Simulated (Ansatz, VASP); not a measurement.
## Two plane-wave programs on In2Sb

```
CELL_PARAMETERS angstrom
4.43448 0.00000 0.00000
0.00000 4.43448 0.00000
0.00000 0.00000 8.56538
ATOMIC_POSITIONS crystal
In 0.00000 0.00000 0.00000
In 0.50000 0.50000 0.00000
In 0.00000 0.50000 0.33896
In 0.50000 0.00000 0.66104
Sb 0.00000 0.50000 0.68609
Sb 0.50000 0.00000 0.31391
```

Alike in both runs: functional r2SCAN; k mesh 4 × 4 × 4; occupations gaussian, width 0.1 eV; no spin polarisation.

Ansatz relaxed the structure, and its values are those at the end. VASP's run is a single point on that final structure, the one shown.

|  | VASP | Ansatz |
| --- | --- | --- |
| version | VASP 6.6.1 | Ansatz 0.2.0 |
| potentials or method | VASP PAW PBE potentials, release 64 (In_d, Sb), cutoff 520 eV | scalar-relativistic, plane waves, PAW |
| valence electrons in the cell | 62 | 82 |

|  | VASP | Ansatz | Ansatz less VASP |
| --- | --- | --- | --- |
| gap on the k mesh at the Fermi level (eV) | none | none | - |
| pressure (GPa) | 0.1 | 0.0 | -0.03 |
| rms of the force components (eV/Å) | 0.012 | 0.013 | +0.0009 |

VASP's potentials were made for PBE, not for r2SCAN. A gap of «none» marks a metal or a gap that the smearing closes. VASP's potentials hold 62 valence electrons a cell and Ansatz's 82, so a difference there can come from the potentials and not from the codes.

Neither program's run includes spin-orbit coupling.
